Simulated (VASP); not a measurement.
Crystal: GaP.

```
Ga P
1.0
     1.98112    1.14380    6.55694
    -1.98112    1.14380    6.55694
     0.00000   -2.28760    6.55694
Ga P
2 2
Direct
  0.56463 0.56463 0.56463
  0.43537 0.43537 0.43537
  0.94261 0.94261 0.94261
  0.05739 0.05739 0.05739
```

Base run:

| Quantity | Value |
| --- | --- |
| Program | VASP 6.6.1 |
| Functional | PBEsol |
| Potentials or basis | VASP PAW PBE potentials, release 64 (Ga_d, P) |
| Cutoff | 520 eV |
| k mesh | 8 × 8 × 8 |
| Occupations | fermi-dirac, width 0.05 eV |
| Spin | no spin polarisation |

Its results: band gap on the k mesh 0.70 eV, indirect (least direct gap 0.87 eV); pressure -6.2 GPa; largest force 0.056 eV/Å.

Q: The run is repeated on the same cell with these changes: functional from PBEsol to r2SCAN; further incar settings from ALGO = Normal; EDIFF = 1e-06; NBANDS = 26 to ALGO = Normal; EDIFF = 1e-07; NBANDS = 26. What comes out?

A: Band gap on the k mesh 1.04 eV, indirect (least direct gap 1.32 eV); pressure -6.1 GPa; largest force 0.134 eV/Å.

Caveats: the PAW data sets were made with another functional, which shifts forces and pressure a little.

A k mesh can miss the band edges.
